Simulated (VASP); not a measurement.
Crystal: Si.

```
Si
1.0
     3.83212    0.00000    0.00000
    -1.91606    3.31871    0.00000
     0.00000    0.00000    6.34124
Si
4
Direct
  0.33333 0.66667 0.06306
  0.66667 0.33333 0.56306
  0.33333 0.66667 0.43694
  0.66667 0.33333 0.93694
```

Base run:

- Program: VASP 6.6.1
- Functional: r2SCAN
- Potentials or basis: VASP PAW PBE potentials, release 64 (Si)
- Cutoff: 520 eV
- k mesh: 12 × 12 × 4
- Occupations: gaussian, width 0.01 eV
- Spin: no spin polarisation

Its results: band gap on the k mesh 0.62 eV, indirect (least direct gap 1.38 eV); pressure -0.2 GPa.

The run is repeated on the same cell with these changes: functional from r2SCAN to PBE; occupations from gaussian, width 0.01 eV to fermi-dirac, width 0.02 eV. What comes out?

Band gap on the k mesh 0.43 eV, indirect (least direct gap 1.04 eV); pressure 1.2 GPa.

Caveats: the PAW data sets were made with another functional, which shifts forces and pressure a little (some runs).

A k mesh can miss the band edges.
